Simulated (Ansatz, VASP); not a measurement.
**Two plane-wave programs on InP**

File POSCAR:

```
InP
1.0
    0.0000000000      2.9694388578      2.9694388578
    2.9694388578      0.0000000000      2.9694388578
    2.9694388578      2.9694388578      0.0000000000
In P
1 1
Direct
    0.0000000000      0.0000000000      0.0000000000
    0.2500000000      0.2500000000      0.2500000000
```

The input INCAR.step1:

```
SYSTEM = InP
ALGO = Normal
EDIFF = 1E-4
ENCUT = 520
GGA = PE
ISMEAR = 0
LASPH = .TRUE.
LCHARG = .FALSE.
LREAL = .FALSE.
LWAVE = .TRUE.
NBANDS = 16
NELM = 60
PREC = Accurate
SIGMA = 0.02
```

The input INCAR.step2:

```
SYSTEM = InP
ALGO = Normal
EDIFF = 1E-6
ENCUT = 520
ISIF = 2
ISMEAR = 0
ISTART = 1
LASPH = .TRUE.
LCHARG = .FALSE.
LMIXTAU = .TRUE.
LREAL = .FALSE.
LWAVE = .FALSE.
METAGGA = R2SCAN
NBANDS = 16
NELM = 60
PREC = Accurate
SIGMA = 0.02
```

The input KPOINTS:

```
k-points
0
G
  8 8 8
  0 0 0
```

Input for Ansatz:

```yaml
crystal:
  lattice:
    - [0.0, 2.9694388578, 2.9694388578]
    - [2.9694388578, 0.0, 2.9694388578]
    - [2.9694388578, 2.9694388578, 0.0]
  atoms:
    - { symbol: In, position: [0.0, 0.0, 0.0] }
    - { symbol: P, position: [0.25, 0.25, 0.25] }
basis:
  ecutwfc: 500
kpoints:
  mp_grid: { grid: [8, 8, 8] }
  band_path: { path: [VBM, CBM], npoints: 2 }
hamiltonian:
  xc: r2scan
scf:
  occupations: { method: gaussian, width: 0.02 }
output:
  forces: true
  stress: true
  eigenvalues: true
checkpoint:
  read: start.run
  write: ck
  compress: false
  write_wavefunctions: false
  write_every: 100000
```

Alike in both runs: task single point; functional r2SCAN; k mesh 8 × 8 × 8; occupations gaussian, width 0.02 eV; no spin polarisation.

|  | VASP | Ansatz |
| --- | --- | --- |
| version | VASP 6.6.1 | Ansatz 0.2.0 |
| potentials or method | VASP PAW PBE potentials, release 64 (In_d, P), cutoff 520 eV | scalar-relativistic, plane waves, PAW |
| valence electrons in the cell | 18 | 18 |

Ansatz gave:

```
gap on the k mesh at the Fermi level (eV) : 0.93
least direct gap on the mesh (eV)         : 0.93
pressure (GPa)                            : -1.1
```

Question: What did VASP give for the same quantities?

Answer: gap on the k mesh at the Fermi level (eV): 0.94; least direct gap on the mesh (eV): 0.94; pressure (GPa): -1.2.

VASP's potentials were made for PBE, not for r2SCAN. The functional is the same, so the differences come from potentials, cutoffs and numerics.
